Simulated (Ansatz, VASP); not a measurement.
# Two plane-wave programs on PbSe

```
Pb Se
1.0
     0.00000    3.06065    3.06065
     3.06065    0.00000    3.06065
     3.06065    3.06065    0.00000
Pb Se
1 1
Direct
  0.00000 0.00000 0.00000
  0.50000 0.50000 0.50000
```

Alike in both runs: task relaxation of cell and atoms; functional PBEsol; k mesh 14 × 14 × 14; occupations fermi-dirac, width 0.08 eV; no spin polarisation.

|  | VASP | Ansatz |
| --- | --- | --- |
| version | VASP 6.6.1 | Ansatz 0.2.0 |
| potentials or method | VASP PAW PBE potentials, release 64 (Pb_d, Se) | PAW with Ansatz's default frozen-core files, scalar-relativistic |
| plane-wave cutoff (eV) | 600 | 420 |
| valence electrons in the cell | 20 | 30 |

```tsv
	VASP	Ansatz	Ansatz less VASP
relaxed volume (Å³/atom)	28.43	28.41	-0.018
relaxed length of the cell vector where the two differ most in proportion (Å)	4.316	4.315	-0.0009
```

VASP's potentials were made for PBE, not for PBEsol. VASP's potentials hold 20 valence electrons a cell and Ansatz's 30, so a difference there can come from the potentials and not from the codes.

Neither program's run includes spin-orbit coupling.
